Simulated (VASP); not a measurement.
Crystal: Pt.

```xyz
1
Lattice="0.0000 2.0264 2.0264 2.0264 0.0000 2.0264 2.0264 2.0264 0.0000" Properties=species:S:1:pos:R:3 pbc="T T T"
Pt    0.0000    0.0000    0.0000
```

Base run:

| Quantity | Value |
| --- | --- |
| Program | VASP 6.6.1 |
| Functional | BLYP |
| Potentials or basis | VASP PAW PBE potentials, release 64 (Pt) |
| Cutoff | 520 eV |
| k mesh | 12 × 12 × 12 |
| Occupations | fermi-dirac, width 0.05 eV |
| Spin | no spin polarisation |

Its results: band gap on the k mesh zero (band 5 reaches 10.46 eV, above the bottom of band 6 at 8.56 eV); pressure 1.0 GPa.

**Question.** The run is repeated on the same cell with these changes: potentials or basis from VASP PAW PBE potentials, release 64 (Pt) to VASP PAW PBE potentials, release 64 (Pt_sv_GW); cutoff from 520 eV to 500 eV; further incar settings from ALGO = Fast; EDIFF = 1e-06; NBANDS = 11 to ALGO = Normal; EDIFF = 1e-06; NBANDS = 15; valence electrons from 10 to 18. What comes out?

**Answer.** Band gap on the k mesh zero (band 9 reaches 9.99 eV, above the bottom of band 10 at 8.10 eV); pressure -1.8 GPa.

Caveats: the PAW data sets were made with another functional, which shifts forces and pressure a little; spin-orbit coupling is left out, which moves the levels of the heavy elements.
